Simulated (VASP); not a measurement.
Runs of VASP 6.6.1 on Ga. The structure is that of space group Cmcm (No. 63), or close to it. The cells are those of the table. 

| level | potentials or basis | cell | k mesh | smearing | gap on the mesh (eV) | pressure (GPa) | largest force (eV/Å) |
| --- | --- | --- | --- | --- | --- | --- | --- |
| LDA | VASP PAW LDA potentials, release 64 (Ga_d) | a = 4.316, b = 4.316, c = 3.170 Å, angles 90.0, 90.0, 140.7°, 2 atoms | 10 × 10 × 8 | fermi-dirac 0.05 eV | none | -4.0 | 0.20 |
| r2SCAN | VASP PAW PBE potentials, release 64 (Ga_d) | a = 4.258, b = 4.258, c = 3.127 Å, angles 90.0, 90.0, 140.7°, 2 atoms | 10 × 10 × 8 | fermi-dirac 0.05 eV | none | 0.7 | (a) |
| PBEsol | VASP PAW PBE potentials, release 64 (Ga_d) | a = 4.402, b = 4.402, c = 3.170 Å, angles 90.0, 90.0, 140.7°, 2 atoms | 8 × 8 × 7 | fermi-dirac 0.05 eV | none | -3.7 | 0.24 |
| PBE | VASP PAW PBE potentials, release 64 (Ga_d) | a = 4.316, b = 4.316, c = 3.170 Å, angles 90.0, 90.0, 140.7°, 2 atoms | 10 × 10 × 8 | gaussian 0.05 eV | none | 1.5 | (b) |
| r2SCAN | VASP PAW PBE potentials, release 64 (Ga_d) | a = 4.316, b = 4.316, c = 3.170 Å, angles 90.0, 90.0, 140.7°, 2 atoms | 10 × 10 × 8 | fermi-dirac 0.05 eV | none | -1.7 | (c) |

Alike in all rows: task single point; no spin polarisation; cutoff (eV) 520.

**Question.** Fill in the values left out.

**Answer.** (a) 0.27; (b) 0.21; (c) 0.25.

Caveats: the PAW data sets were made with another functional, which shifts forces and pressure a little (some runs).

A k mesh can miss the band edges, and the runs leave out spin-orbit coupling on Ga.

A gap of «none» marks levels without a gap at the run's occupations.
